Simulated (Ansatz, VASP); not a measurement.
**Two plane-wave programs on SiO2**

INCAR

```
  PREC = Accurate
  ENCUT = 520
  EDIFF = 1E-6
  ISMEAR = 0
  SIGMA = 0.05
  LREAL = F
  LASPH = T
  NELM = 60
  ALGO = Normal
  ISIF = 2
  LWAVE = F
  LCHARG = F
  NBANDS = 25
```

KPOINTS

```
Automatic mesh
0
Gamma
  6 6 10
```

The input POSCAR:

```
SiO2
1.0
    4.2666947603      0.0000000000      0.0000000000
    0.0000000000      4.2666947603      0.0000000000
    0.0000000000      0.0000000000      2.3624688888
Si O
2 4
Direct
    0.5000000000      0.5000000000      0.5000000000
    0.0000000000      0.0000000000      0.0000000000
    0.6944252994      0.6944252994      0.0000000000
    0.1944252994      0.8055747006      0.5000000000
    0.3055747006      0.3055747006      0.0000000000
    0.8055747006      0.1944252994      0.5000000000
```

Input for Ansatz:

```yaml
crystal:
  lattice:
    - [4.2666947603, 0.0, 0.0]
    - [0.0, 4.2666947603, 0.0]
    - [0.0, 0.0, 2.3624688888]
  atoms:
    - { symbol: Si, position: [0.5, 0.5, 0.5] }
    - { symbol: Si, position: [0.0, 0.0, 0.0] }
    - { symbol: O, position: [0.6944252994, 0.6944252994, 0.0] }
    - { symbol: O, position: [0.1944252994, 0.8055747006, 0.5] }
    - { symbol: O, position: [0.3055747006, 0.3055747006, 0.0] }
    - { symbol: O, position: [0.8055747006, 0.1944252994, 0.5] }
basis:
  ecutwfc: 520.0
kpoints:
  mp_grid: { grid: [6, 6, 10] }
hamiltonian:
  xc: lda
  pseudopotentials: { kind: paw, azcp: { folder: soft_1 } }
scf:
  occupations: { method: gaussian, width: 0.05 }
output:
  forces: true
  stress: true
  eigenvalues: true
```

Alike in both runs: task single point; functional LDA; k mesh 6 × 6 × 10; occupations gaussian, width 0.05 eV; no spin polarisation.

|  | VASP | Ansatz |
| --- | --- | --- |
| version | VASP 6.6.1 | Ansatz 0.2.0 |
| potentials or method | VASP PAW LDA potentials, release 64 (Si, O), cutoff 520 eV | scalar-relativistic, plane waves, PAW |
| valence electrons in the cell | 32 | 32 |

|  | VASP | Ansatz | Ansatz less VASP |
| --- | --- | --- | --- |
| gap on the k mesh at the Fermi level (eV) | 6.98 | 7.00 | +0.023 |
| least direct gap on the mesh (eV) | 6.98 | 7.00 | +0.023 |
| rms of the force components (eV/Å) | 0.026 | 0.027 | +0.0011 |

Ansatz warns that its potentials were made for another functional, while VASP's fit it. LDA's correlation is that of Perdew and Zunger in VASP and of Perdew and Wang (1992) in Ansatz. Atom by atom the forces differ by 0.052 eV/Å (rms over components).
